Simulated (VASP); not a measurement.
# GaP (F-43m) in VASP: further runs, part 2 of 2

VASP 6.6.1.

### Step 6. Single point, r2SCAN

This run uses another cell than the first one, of 22.67 Å³/atom, 1.167 times its volume.

Contents of POSCAR:

```
GaP
1.0
    0.0000000000      2.8301689102      2.8301689102
    2.8301689102      0.0000000000      2.8301689102
    2.8301689102      2.8301689102      0.0000000000
Ga P
1 1
Direct
    0.0000000000      0.0000000000      0.0000000000
    0.2500000000      0.2500000000      0.2500000000
```

Contents of INCAR.step1:

```
ALGO = Normal
EDIFF = 1E-4
ENCUT = 520
GGA = PE
ISMEAR = -1
LASPH = True
LCHARG = False
LREAL = False
LWAVE = True
NBANDS = 16
NELM = 100
PREC = Accurate
SIGMA = 0.1
```

Contents of INCAR.step2:

```
ALGO = Normal
EDIFF = 1E-7
ENCUT = 520
ISIF = 2
ISMEAR = -1
ISTART = 1
LASPH = True
LCHARG = True
LELF = True
LMIXTAU = True
LREAL = False
LVHAR = True
LWAVE = False
METAGGA = R2SCAN
NBANDS = 16
NELM = 100
PREC = Accurate
SIGMA = 0.1
```

Contents of KPOINTS:

```
k-points
0
Gamma
  6 6 6
```

Potentials or basis: VASP PAW PBE potentials, release 64 (Ga_d, P).

Run with:

```
cat potpaw_PBE.64/Ga_d/POTCAR potpaw_PBE.64/P/POTCAR > POTCAR
cp INCAR.step1 INCAR
mpirun -np 1 vasp_std > vasp.out
cp INCAR.step2 INCAR
mpirun -np 1 vasp_std > vasp.out
```

OUTCAR:

```text
EDIFF = 1E-7
   ENCUT = 520
   ISIF = 2
   ISMEAR = -1
   ISTART = 1
   LASPH = True
   LREAL = False
   METAGGA = R2SCAN
   NELM = 100
   PREC = Accurate

 ion  position               nearest neighbor table
   1  0.000  0.000  0.000-   2 2.45   2 2.45   2 2.45   2 2.45
   2  0.250  0.250  0.250-   1 2.45   1 2.45   1 2.45   1 2.45

  LATTYP: Found a face centered cubic cell.
 ALAT       =     5.6603378204

  Lattice vectors:

 A1 = (   0.0000000000,   2.8301689102,   2.8301689102)
 A2 = (   2.8301689102,   0.0000000000,   2.8301689102)
 A3 = (   2.8301689102,   2.8301689102,   0.0000000000)

Analysis of symmetry for initial positions (statically):
=====================================================================
 Subroutine PRICEL returns:
 Original cell was already a primitive cell.

 Routine SETGRP: Setting up the symmetry group for a
 face centered cubic supercell.

 Subroutine GETGRP returns: Found 24 space group operations
 (whereof 24 operations were pure point group operations)
 out of a pool of 48 trial point group operations.

The static configuration has the point symmetry T_d .

Analysis of symmetry for dynamics (positions and initial velocities):
=====================================================================
 Subroutine PRICEL returns:
 Original cell was already a primitive cell.

 Routine SETGRP: Setting up the symmetry group for a
 face centered cubic supercell.

 Subroutine GETGRP returns: Found 24 space group operations
 (whereof 24 operations were pure point group operations)
 out of a pool of 48 trial point group operations.

The dynamic configuration has the point symmetry T_d .

 Subroutine INISYM returns: Found 24 space group operations
 (whereof 24 operations are pure point group operations),
 and found     1 'primitive' translations

----------------------------------------------------------------------------------------

[... 100 lines left out ...]
   IALGO  =     38    algorithm
   IMIX   =      4    mixing-type and parameters
     AMIX     =   0.40;   BMIX     =  1.00
     AMIX_MAG =   1.60;   BMIX_MAG =  1.00
  volume/ion in A,a.u.               =      22.67       152.98
  Fermi-wavevector in a.u.,A,eV,Ry     =   1.203215  2.273747 19.697519  1.447727
  Thomas-Fermi vector in A             =   2.338975
   LORBIT       =      0    0 simple, 1 ext, 2 COOP (PROOUT), +10 PAW based schemes
   METAGGA = R2SCAN    functional components
   LHFCALC =     F    Hartree Fock is set to
   AEXX    =    0.0000 exact exchange contribution
   IVDW    =     0    specifies the selected vdW correction
   LEPSILON=     F    determine dielectric tensor
   LRPA    =     F    only Hartree local field effects (RPA)
 non-spin polarized calculation
  energy-cutoff  :      520.00
  volume of cell :       45.34
 maximum number of plane-waves:      1243
 NGX is ok and might be reduce to    30
   NGX = 15   NGY = 15   NGZ = 15

 number of electron      17.9999993 magnetization

 Free energy of the ion-electron system (eV)
  ---------------------------------------------------
  ext. energy  EPLUGINS =         0.00000000
  ---------------------------------------------------
  free energy    TOTEN  =       -21.32098362 eV

  energy without entropy =      -21.32094728  energy(sigma->0) =      -21.32096545

 E-fermi :   4.1120     XC(G=0): -10.0048

 val. band max:        3.3719096932   @ k =   0.0000   0.0000   0.0000
 cond. band min:       4.7431268108   @ k =   0.0000   0.0000   0.0000
 fundamental gap:      1.3712171176
 Fermi energy:         4.1120335357

 k-point     1 :       0.0000    0.0000    0.0000
  band No.  band energies     occupation
      1     -11.4840      2.00000
      2     -11.4840      2.00000
      3     -11.4840      2.00000
      4     -11.4038      2.00000
      5     -11.4038      2.00000
      6      -8.8294      2.00000
[... 281 lines left out ...]
      3     -11.4387      2.00000
      4     -11.4180      2.00000
      5     -11.3940      2.00000
      6      -6.2004      2.00000
[... 8 lines left out ...]
     15      15.4029      0.00000
     16      17.0079      0.00000

------------------------ aborting loop because EDIFF is reached ----------------------------------------

  FORCE on cell =-STRESS in cart. coord.  units (eV):
  Direction    XX          YY          ZZ          XY          YZ          ZX
  --------------------------------------------------------------------------------------
  -------------------------------------------------------------------------------------
  Total       -2.1890245     -2.1890245     -2.1890245     -0.0000000      0.0000000      0.0000000
  in kB      -77.3560245    -77.3560245    -77.3560245     -0.0000000      0.0000000      0.0000000
  external PRESSURE =     -77.3560245 kB  Pullay stress =       0.0000000 kB

 VOLUME and BASIS-vectors are now :
 -----------------------------------------------------------------------------
  energy-cutoff  :      520.00
  volume of cell :       45.34
      direct lattice vectors                 reciprocal lattice vectors
     0.000000000  2.830168910  2.830168910    -0.176667901  0.176667901  0.176667901
     2.830168910  0.000000000  2.830168910     0.176667901 -0.176667901  0.176667901
     2.830168910  2.830168910  0.000000000     0.176667901  0.176667901 -0.176667901

 POSITION                                       TOTAL-FORCE (eV/Angst)
 -----------------------------------------------------------------------------------
      0.00000      0.00000      0.00000        -0.000000     -0.000000     -0.000000
      1.41508      1.41508      1.41508         0.000000      0.000000      0.000000
 -----------------------------------------------------------------------------------
    total drift:                                0.000001      0.000001      0.000001

  FREE ENERGIE OF THE ION-ELECTRON SYSTEM (eV)
  ---------------------------------------------------
  free  energy   TOTEN  =       -21.3209836179 eV

  energy  without entropy=      -21.3209472815  energy(sigma->0) =      -21.32096545
```

Wall time 50 s (1 thread of Intel Xeon Platinum 8375C at 2.90GHz (Ice Lake), shared host); peak memory 0.16 GiB.

Results:

* Free energy: -21.3210 eV
* Pressure: -7.7 GPa
* Band gap on the k mesh: 1.37 eV, direct

Levels at points of the mesh, in eV from the valence-band top:
| k point | band 5 | band 6 | band 7 | band 8 | band 9 | band 10 | band 11 | band 12 | band 13 | band 14 |
| --- | --- | --- | --- | --- | --- | --- | --- | --- | --- | --- |
| (0.00, 0.00, 0.00) | -14.78 | -12.20 | 0.00 | 0.00 | 0.00 | 1.37 | 4.20 | 4.20 | 4.20 | 8.91 |
| (0.50, 0.00, 0.00) | -14.77 | -10.40 | -6.23 | -1.01 | -1.01 | 1.67 | 5.06 | 5.06 | 8.52 | 10.81 |
| (0.50, 0.50, 0.00) | -14.76 | -9.62 | -6.44 | -2.42 | -2.42 | 2.12 | 2.16 | 10.46 | 10.46 | 10.95 |

Caveat: the PAW data sets were made with another functional, which shifts forces and pressure a little. r2SCAN opens gaps a little over a GGA but as a rule still falls short of measured ones.

### Step 7. Summary

```tsv
cell	gap on the mesh (eV)	pressure (GPa)
a = 3.802 Å, angles 60.0°, 2 atoms	1.82	4.0
a = 3.854 Å, angles 60.0°, 2 atoms	1.91	0.0
a = 3.905 Å, angles 60.0°, 2 atoms	1.91	-3.2
a = 3.954 Å, angles 60.0°, 2 atoms	1.68	-5.7
a = 4.002 Å, angles 60.0°, 2 atoms	1.37	-7.7
```

Alike in all rows: task single point; level r2SCAN; potentials or basis VASP PAW PBE potentials, release 64 (Ga_d, P); no spin polarisation; k mesh 6 × 6 × 6; cutoff (eV) 520; smearing fermi-dirac 0.1 eV.

Caveats: the PAW data sets were made with another functional, which shifts forces and pressure a little.

Absolute energies hang on the potentials; compare differences alone.

### Step 8. How close it comes

Step 3. Measured gap of GaP: 2.34 eV (indirect; 10 K; quoted in “Stacking defects in GaP nanowires: Electronic structure and optical properties”, 2018, arxiv:1810.01194). This calculation gives 1.91 eV (-0.43 eV). Spin-orbit coupling on Ga is left out. The value is that of r2SCAN on a finite k mesh, which can miss the band edges, without temperature or zero-point motion.
